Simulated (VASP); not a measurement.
# VCrC2 (R-3m) in VASP: notebook

Runs on VCrC2. Level: PBEsol. Tasks: single point.

All numbers are computed with VASP 6.6.1; they aren't measurements. Logs are shortened: lines on timing, memory, paths and dates and some standing lists are left out, and cuts for length are marked.

### Step 1. The cell of the first run

Symmetry: R-3m, No. 166, trigonal system. Conventional cell: a = 2.859 Å, b = 2.859 Å, c = 13.909 Å, α = 90.00°, β = 90.00°, γ = 120.00°. Within 2.7 Å of Cr (site symmetry -3m) lie 6 C at 2.01 Å. Within 2.7 Å of V (site symmetry -3m) lie 6 C at 2.03 Å. Within 2.7 Å of C (site symmetry 3m) lie 3 Cr at 2.01 Å and 3 V at 2.03 Å.

### Step 2. Single point, PBEsol, collinear spin, ferromagnetic start

File INCAR:

```
SYSTEM = VCrC2
PREC = Accurate ; ENCUT = 520
EDIFF = 1E-7 ; ISMEAR = -1
SIGMA = 0.05 ; LREAL = .FALSE.
LASPH = .TRUE. ; NELM = 150
ALGO = Normal ; ISIF = 2
LWAVE = .FALSE. ; LCHARG = .FALSE.
ISPIN = 2 ; MAGMOM = 3 2 0 0
LORBIT = 11 ; LMAXMIX = 4
GGA = PS ; NBANDS = 28
```

File KPOINTS:

```
regular mesh
0
G
  11 11 11
  0 0 0
```

File POSCAR:

```
VCrC2
1.0
    1.4295193369      0.8253333740      4.6362566537
   -1.4295193369      0.8253333740      4.6362566537
    0.0000000000     -1.6506667479      4.6362566537
Cr V C
1 1 2
Direct
    0.5000000000      0.5000000000      0.5000000000
    0.0000000000      0.0000000000      0.0000000000
    0.2487313348      0.2487313348      0.2487313348
    0.7512686652      0.7512686652      0.7512686652
```

Potentials or basis: VASP PAW PBE potentials, release 64 (Cr_pv, V_sv, C).

Launch:

```sh
> cat potpaw_PBE.64/Cr_pv/POTCAR potpaw_PBE.64/V_sv/POTCAR potpaw_PBE.64/C/POTCAR > POTCAR
> mpirun -np 1 vasp_std > vasp.out
```

OUTCAR:

```text
SYSTEM = VCrC2
   PREC = Accurate
   ENCUT = 520
   EDIFF = 1E-7
   ISMEAR = -1
   LREAL = .FALSE.
   LASPH = .TRUE.
   NELM = 150
   ISIF = 2
   ISPIN = 2
   LORBIT = 11
   GGA = PS

 ion  position               nearest neighbor table
   1  0.500  0.500  0.500-   3 2.01   4 2.01   3 2.01   3 2.01   4 2.01   4 2.01   2 2.85   2 2.85
                             2 2.85   2 2.85   2 2.85   2 2.85
   2  0.000  0.000  0.000-   4 2.03   3 2.03   4 2.03   4 2.03   3 2.03   3 2.03   1 2.85   1 2.85
                             1 2.85   1 2.85   1 2.85   1 2.85
   3  0.249  0.249  0.249-   1 2.01   1 2.01   1 2.01   2 2.03   2 2.03   2 2.03
   4  0.751  0.751  0.751-   1 2.01   1 2.01   1 2.01   2 2.03   2 2.03   2 2.03

  LATTYP: Found a trigonal (rhomboedric) cell.
 ALAT       =     4.9213388902
 COS(alpha) =     0.8312501016

  Lattice vectors:

 A1 = (   1.4295193369,   0.8253333740,   4.6362566537)
 A2 = (  -1.4295193369,   0.8253333740,   4.6362566537)
 A3 = (   0.0000000000,  -1.6506667479,   4.6362566537)

Analysis of symmetry for initial positions (statically):
=====================================================================
 Subroutine PRICEL returns:
 Original cell was already a primitive cell.

 Routine SETGRP: Setting up the symmetry group for a
 trigonal (rhombohedral) supercell.

 Subroutine GETGRP returns: Found 12 space group operations
 (whereof 12 operations were pure point group operations)
 out of a pool of 12 trial point group operations.

The static configuration has the point symmetry D_3d.

Analysis of symmetry for dynamics (positions and initial velocities):
=====================================================================
 Subroutine PRICEL returns:
 Original cell was already a primitive cell.

 Routine SETGRP: Setting up the symmetry group for a
 trigonal (rhombohedral) supercell.

 Subroutine GETGRP returns: Found 12 space group operations
 (whereof 12 operations were pure point group operations)
 out of a pool of 12 trial point group operations.

The dynamic configuration has the point symmetry D_3d.

Analysis of structural, dynamic, and magnetic symmetry:
=====================================================================
 Subroutine PRICEL returns:
 Original cell was already a primitive cell.

 Routine SETGRP: Setting up the symmetry group for a
 trigonal (rhombohedral) supercell.

 Subroutine GETGRP returns: Found 12 space group operations
 (whereof 12 operations were pure point group operations)
 out of a pool of 12 trial point group operations.

The overall configuration has the point symmetry D_3d.

 Subroutine INISYM returns: Found 12 space group operations
 (whereof 12 operations are pure point group operations),
 and found     1 'primitive' translations

----------------------------------------------------------------------------------------

                                     Primitive cell

  volume of cell :      32.8200

  direct lattice vectors                    reciprocal lattice vectors
     1.429519337  0.825333374  4.636256654     0.349767916  0.201938601  0.071897084
    -1.429519337  0.825333374  4.636256654    -0.349767916  0.201938601  0.071897084
     0.000000000 -1.650666748  4.636256654     0.000000000 -0.403877201  0.071897084

  length of vectors
     4.921338890  4.921338890  4.921338890     0.410226748  0.410226748  0.410226748

  position of ions in fractional coordinates (direct lattice)
     0.500000000  0.500000000  0.500000000
     0.000000000  0.000000000  0.000000000
     0.248731335  0.248731335  0.248731335
     0.751268665  0.751268665  0.751268665

  ion indices of the primitive-cell ions
   primitive index   ion index
                 1           1
                 2           2
                 3           3
                 4           4

----------------------------------------------------------------------------------------

 KPOINTS: regular mesh

Automatic generation of k-mesh.
 Grid dimensions read from file:
 generate k-points for:   11   11   11

 Generating k-lattice:

  Cartesian coordinates                     Fractional coordinates (reciprocal lattice)
     0.031797083  0.018358055  0.006536099     0.090909091  0.000000000  0.000000000
    -0.031797083  0.018358055  0.006536099     0.000000000  0.090909091  0.000000000
     0.000000000 -0.036716109  0.006536099    -0.000000000 -0.000000000  0.090909091

  Length of vectors
     0.037293341  0.037293341  0.037293341

  Shift w.r.t. Gamma in fractional coordinates (k-lattice)
     0.000000000  0.000000000  0.000000000

 Subroutine IBZKPT returns following result:
 ===========================================

 Found    146 irreducible k-points:

 Following reciprocal coordinates:
            Coordinates               Weight
  0.000000  0.000000  0.000000      1.000000
  0.090909  0.000000  0.000000      6.000000
  0.181818  0.000000  0.000000      6.000000
  0.272727  0.000000  0.000000      6.000000
  0.363636 -0.000000  0.000000      6.000000
  0.454545 -0.000000  0.000000      6.000000
[... 16 lines left out ...]
 -0.272727  0.181818 -0.000000     12.000000
 -0.181818  0.181818  0.000000      6.000000
 [... further k-points ...]
   k-points           NKPTS =    146   k-points in BZ     NKDIM =    146   number of bands    NBANDS=     28
   number of dos      NEDOS =    301   number of ions     NIONS =      4
   total plane-waves  NPLWV =  64000
   dimension x,y,z NGX =    40 NGY =   40 NGZ =   40
   dimension x,y,z NGXF=    80 NGYF=   80 NGZF=   80
   ions per type =               1   1   2
   NGX,Y,Z   is equivalent  to a cutoff of  13.51, 13.51, 13.51 a.u.
   NGXF,Y,Z  is equivalent  to a cutoff of  27.02, 27.02, 27.02 a.u.
 SYSTEM =  VCrC2
   PREC   = accura    normal or accurate (medium, high low for compatibility)
   ISTART =      0    job   : 0-new  1-cont  2-samecut
   ICHARG =      2    charge: 1-file 2-atom 10-const
   ISPIN  =      2    spin polarized calculation?
   LNONCOLLINEAR =      F non collinear calculations
   LSORBIT =      F    spin-orbit coupling
   LASPH  =      T    aspherical Exc in radial PAW
   ENCUT  =  520.0 eV  38.22 Ry    6.18 a.u.   9.15  9.15  9.15*2*pi/ulx,y,z
   NELM   =    150;   NELMIN=  2; NELMDL= -5     # of ELM steps
   EDIFF  = 0.1E-06   stopping-criterion for ELM
   LREAL  =      F    real-space projection
   EDIFFG = 0.1E-05   stopping-criterion for IOM
   NSW    =      0    number of steps for IOM
   IBRION =     -1    ionic relax: 0-MD 1-quasi-New 2-CG
   NFREE  =      0    steps in history (QN), initial steepest desc. (CG)
   ISIF   =      2    stress and relaxation
   ISYM   =      2    0-nonsym 1-usesym 2-fastsym
   POTIM  = 0.5000    time-step for ionic-motion
   TEBEG  =    0.0;   TEEND  =   0.0 temperature during run
   PSTRESS=    0.0 pullay stress
   NELECT =      33.0000    total number of electrons
   NUPDOWN=      -1.0000    fix difference up-down
   EMIN   =  10.00;   EMAX   =-10.00  energy-range for DOS
   EFERMI =   0.00;   METHOD = LEGACY
   ISMEAR =    -1;   SIGMA  =   0.05  broadening in eV -4-tet -1-fermi 0-gaus
   EFERMI_NEDOS =   21; number of points for ismear=-14 and -15
   IALGO  =     38    algorithm
   IMIX   =      4    mixing-type and parameters
     AMIX     =   0.40;   BMIX     =  1.00
     AMIX_MAG =   1.60;   BMIX_MAG =  1.00
  volume/ion in A,a.u.               =       8.20        55.37
  Fermi-wavevector in a.u.,A,eV,Ry     =   1.640087  3.099314 36.598091  2.689884
  Thomas-Fermi vector in A             =   2.730784
   LORBIT       =     11    0 simple, 1 ext, 2 COOP (PROOUT), +10 PAW based schemes
   GGA     = PS    functional components
   LHFCALC =     F    Hartree Fock is set to
   AEXX    =    0.0000 exact exchange contribution
   IVDW    =     0    specifies the selected vdW correction
   LEPSILON=     F    determine dielectric tensor
   LRPA    =     F    only Hartree local field effects (RPA)
 spin polarized calculation
  energy-cutoff  :      520.00
  volume of cell :       32.82
 maximum number of plane-waves:       905
 NGX is ok and might be reduce to    40
   NGX = 19   NGY = 19   NGZ = 19

 number of electron      33.0000005 magnetization       0.0001578

 Free energy of the ion-electron system (eV)
  ---------------------------------------------------
  ext. energy  EPLUGINS =         0.00000000
  ---------------------------------------------------
  free energy    TOTEN  =       -39.98707611 eV

  energy without entropy =      -39.96161386  energy(sigma->0) =      -39.97434498

 E-fermi :  11.9659     XC(G=0): -14.0922

 val. band max:       11.9656490350   @ k =   0.4545   0.2727   0.0000
 cond. band min:      11.9758470967   @ k =  -0.4545   0.2727   0.2727
 fundamental gap:      0.0101980617
 Fermi energy:        11.9659331334

 spin component 1

 k-point     1 :       0.0000    0.0000    0.0000
  band No.  band energies     occupation
      1     -52.7200      1.00000
      2     -31.7681      1.00000
      3     -31.6553      1.00000
      4     -31.6553      1.00000
      5     -26.8051      1.00000
      6     -26.4823      1.00000
[... 20 lines left out ...]
     27      20.3096      0.00000
     28      24.5074      0.00000

 k-point     2 :       0.0909    0.0000    0.0000
  band No.  band energies     occupation
      1     -52.7150      1.00000
      2     -31.7637      1.00000
      3     -31.6773      1.00000
      4     -31.6604      1.00000
      5     -26.7997      1.00000
      6     -26.5191      1.00000
[... 20 lines left out ...]
     27      21.0908      0.00000
     28      24.7773      0.00000

 k-point     3 :       0.1818    0.0000    0.0000
  band No.  band energies     occupation
      1     -52.7015      1.00000
      2     -31.7519      1.00000
      3     -31.7361      1.00000
      4     -31.6740      1.00000
      5     -26.7850      1.00000
      6     -26.6167      1.00000
[... 616 lines left out ...]
      3     -31.7487      1.00000
      4     -31.7177      1.00000
      5     -26.8428      1.00000
      6     -26.7390      1.00000
[... 20 lines left out ...]
     27      24.1302      0.00000
     28      25.5348      0.00000

 k-point    24 :      -0.1818    0.1818    0.0000
  band No.  band energies     occupation
      1     -52.6751      1.00000
      2     -31.8312      1.00000
      3     -31.7296      1.00000
      4     -31.7186      1.00000
      5     -26.7733      1.00000
      6     -26.7547      1.00000
[... 20 lines left out ...]
     27      24.8916      0.00000
     28      25.0286      0.00000

 [... further k-points ...]

 spin component 2

 k-point     1 :       0.0000    0.0000    0.0000
  band No.  band energies     occupation
      1     -52.7200      1.00000
      2     -31.7679      1.00000
      3     -31.6551      1.00000
      4     -31.6551      1.00000
      5     -26.8051      1.00000
      6     -26.4823      1.00000
[... 20 lines left out ...]
     27      20.3096      0.00000
     28      24.5074      0.00000

 k-point     2 :       0.0909    0.0000    0.0000
  band No.  band energies     occupation
      1     -52.7150      1.00000
      2     -31.7635      1.00000
      3     -31.6772      1.00000
      4     -31.6602      1.00000
      5     -26.7997      1.00000
      6     -26.5190      1.00000
[... 20 lines left out ...]
     27      21.0908      0.00000
     28      24.7773      0.00000

 k-point     3 :       0.1818    0.0000    0.0000
  band No.  band energies     occupation
      1     -52.7015      1.00000
      2     -31.7517      1.00000
      3     -31.7359      1.00000
      4     -31.6738      1.00000
      5     -26.7850      1.00000
      6     -26.6167      1.00000
[... 616 lines left out ...]
      3     -31.7485      1.00000
      4     -31.7175      1.00000
      5     -26.8428      1.00000
      6     -26.7390      1.00000
[... 20 lines left out ...]
     27      24.1302      0.00000
     28      25.5348      0.00000

 k-point    24 :      -0.1818    0.1818    0.0000
  band No.  band energies     occupation
      1     -52.6751      1.00000
      2     -31.8310      1.00000
      3     -31.7294      1.00000
      4     -31.7185      1.00000
      5     -26.7733      1.00000
      6     -26.7547      1.00000
[... 20 lines left out ...]
     27      24.8916      0.00000
     28      25.0286      0.00000

 [... further k-points ...]

------------------------ aborting loop because EDIFF is reached ----------------------------------------

  FORCE on cell =-STRESS in cart. coord.  units (eV):
  Direction    XX          YY          ZZ          XY          YZ          ZX
  --------------------------------------------------------------------------------------
  -------------------------------------------------------------------------------------
  Total        2.1297723      2.1297723      2.1154868      0.0000000      0.0000000      0.0000000
  in kB      103.9694149    103.9694149    103.2720364      0.0000000      0.0000000      0.0000000
  external PRESSURE =     103.7369554 kB  Pullay stress =       0.0000000 kB

 VOLUME and BASIS-vectors are now :
 -----------------------------------------------------------------------------
  energy-cutoff  :      520.00
  volume of cell :       32.82
      direct lattice vectors                 reciprocal lattice vectors
     1.429519337  0.825333374  4.636256654     0.349767916  0.201938601  0.071897084
    -1.429519337  0.825333374  4.636256654    -0.349767916  0.201938601  0.071897084
     0.000000000 -1.650666748  4.636256654     0.000000000 -0.403877201  0.071897084

 POSITION                                       TOTAL-FORCE (eV/Angst)
 -----------------------------------------------------------------------------------
      0.00000      0.00000      6.95438        -0.000000     -0.000000     -0.000000
      0.00000      0.00000      0.00000         0.000000     -0.000000     -0.000000
      0.00000      0.00000      3.45955         0.000000     -0.000000     -0.012845
      0.00000      0.00000     10.44922         0.000000      0.000000      0.012845
 -----------------------------------------------------------------------------------
    total drift:                                0.000000      0.000000     -0.000000

  FREE ENERGIE OF THE ION-ELECTRON SYSTEM (eV)
  ---------------------------------------------------
  free  energy   TOTEN  =       -39.9870761051 eV

  energy  without entropy=      -39.9616138637  energy(sigma->0) =      -39.97434498

 total charge

# of ion       s       p       d       tot
------------------------------------------
    1        0.351   6.512   4.436  11.299
    2        2.286   6.375   3.296  11.957
    3        0.896   1.557   0.000   2.453
    4        0.896   1.557   0.000   2.453
--------------------------------------------------
tot          4.429  16.001   7.731  28.162

 magnetization (x)

# of ion       s       p       d       tot
------------------------------------------
    1        0.000   0.000   0.000   0.000
    2       -0.000  -0.000   0.000   0.000
    3       -0.000  -0.000   0.000  -0.000
    4       -0.000  -0.000   0.000  -0.000
--------------------------------------------------
tot         -0.000  -0.000   0.000   0.000
```

Wall time 5.9 min (1 thread of Intel Xeon 6975P-C (Granite Rapids), shared host); peak memory 0.45 GiB.

Results:

| Item | Value |
| --- | --- |
| Free energy | -39.9871 eV |
| Pressure | 10.4 GPa |
| Largest force | 0.013 eV/Å |
| Net moment | 0.00 μB per cell |
| Valence electrons inside the program's atomic spheres | Cr 11.30; V 11.96; C 2.45 |

Forces on the atoms (eV/Å):
```
Cr   0.000  0.000  0.000
V    0.000  0.000  0.000
C    0.000  0.000 -0.013
C    0.000  0.000  0.013
```

Caveat: the starting moments collapsed, and a magnetic state may lie lower; the PAW data sets were made with another functional, which shifts forces and pressure a little.

### Step 3. Single point, PBEsol, collinear spin, ferromagnetic start

This run uses another cell than the first one, of 8.44 Å³/atom, 1.028 times its volume.

File INCAR:

```
ALGO = Normal ; EDIFF = 1E-6
ENCUT = 520 ; GGA = PS
ISIF = 2 ; ISMEAR = -1
ISPIN = 2 ; LASPH = True
LCHARG = True ; LELF = True
LMAXMIX = 4 ; LORBIT = 11
LREAL = False ; LVHAR = True
LWAVE = False ; MAGMOM = 3 2 0 0
NBANDS = 28 ; NELM = 150
PREC = Accurate ; SIGMA = 0.05
```

File KPOINTS:

```
k-points
0
Gamma
  11 11 11
```

File POSCAR:

```
VCrC2
1.0
    1.4426975130      0.8329417975      4.6795628478
   -1.4426975130      0.8329417975      4.6795628478
    0.0000000000     -1.6658835950      4.6795628478
Cr V C
1 1 2
Direct
    0.5000000000      0.5000000000      0.5000000000
    0.0000000000      0.0000000000      0.0000000000
    0.2487466189      0.2487466189      0.2487466189
    0.7512533811      0.7512533811      0.7512533811
```

Potentials or basis: VASP PAW PBE potentials, release 64 (Cr_pv, V_sv, C).

Launch:

```sh
> cat potpaw_PBE.64/Cr_pv/POTCAR potpaw_PBE.64/V_sv/POTCAR potpaw_PBE.64/C/POTCAR > POTCAR
> mpirun -np 1 vasp_std > vasp.out
```

Wall time 5.9 min (1 thread of Intel Xeon 6975P-C (Granite Rapids), shared host); peak memory 0.45 GiB.

The run converged. Its results:

```
Free energy                                           : -40.0178 eV
Pressure                                              : 0.4 GPa
Largest force                                         : 0.010 eV/Å
Net moment                                            : 0.00 μB per cell
Valence electrons inside the program's atomic spheres : Cr 11.22; V 11.88; C 2.43
```

Forces on the atoms (eV/Å):
```
Cr   0.000  0.000  0.000
V    0.000  0.000  0.000
C    0.000  0.000 -0.010
C    0.000  0.000  0.010
```

Levels at points of the mesh, in eV from the Fermi level:
Spin up:
```
           k point  band 14  band 15  band 16  band 17  band 18  band 19  band 20  band 21
(0.00, 0.00, 0.00)    -1.58    -1.48    -0.56    -0.56     0.75     0.75     0.95     0.95
```
Spin down:
```
           k point  band 15  band 16  band 17  band 18  band 19  band 20
(0.00, 0.00, 0.00)    -1.48    -0.56    -0.56     0.75     0.75     0.95
```

Caveat: the starting moments collapsed, and a magnetic state may lie lower; the PAW data sets were made with another functional, which shifts forces and pressure a little.
